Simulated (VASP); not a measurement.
Input of a VASP 6.6.1 run:

Contents of INCAR:

```
SYSTEM = SiGe2C2
  PREC = Accurate
  ENCUT = 520
  EDIFF = 1E-7
  ISMEAR = 0
  SIGMA = 0.1
  LREAL = .False.
  LASPH = .True.
  NELM = 100
  ALGO = Normal
  ISIF = 2
  LWAVE = .False.
  LCHARG = .False.
  GGA = PE
  NBANDS = 28
```

KPOINTS

```
regular mesh
0
Gamma
  4 4 6
  0 0 0
```

File POSCAR:

```
SiGe2C2
1.0
    4.8715324962      0.0000000000      0.0000000000
    0.0000000000      4.8715324962      0.0000000000
    0.0000000000      0.0000000000      3.4505892513
Si Ge C
1 2 2
Direct
    0.5000000000      0.5000000000      0.5000000000
    0.0000000000      0.5000000000      0.5000000000
    0.5000000000      0.0000000000      0.5000000000
    0.0000000000      0.0000000000      0.0000000000
    0.5000000000      0.5000000000      0.0000000000
```

Potentials or basis: VASP PAW PBE potentials, release 64 (Si, Ge_d, C).

Command:

```bash
$ cat potpaw_PBE.64/Si/POTCAR potpaw_PBE.64/Ge_d/POTCAR potpaw_PBE.64/C/POTCAR > POTCAR
$ mpirun -np 1 vasp_std > vasp.out
```

(1) Predict the band gap on the k mesh.

(2) Estimate the pressure.

Results:

(1) zero (bands 20 and 21 overlap by 1.70 eV).

(2) 0.0 GPa.
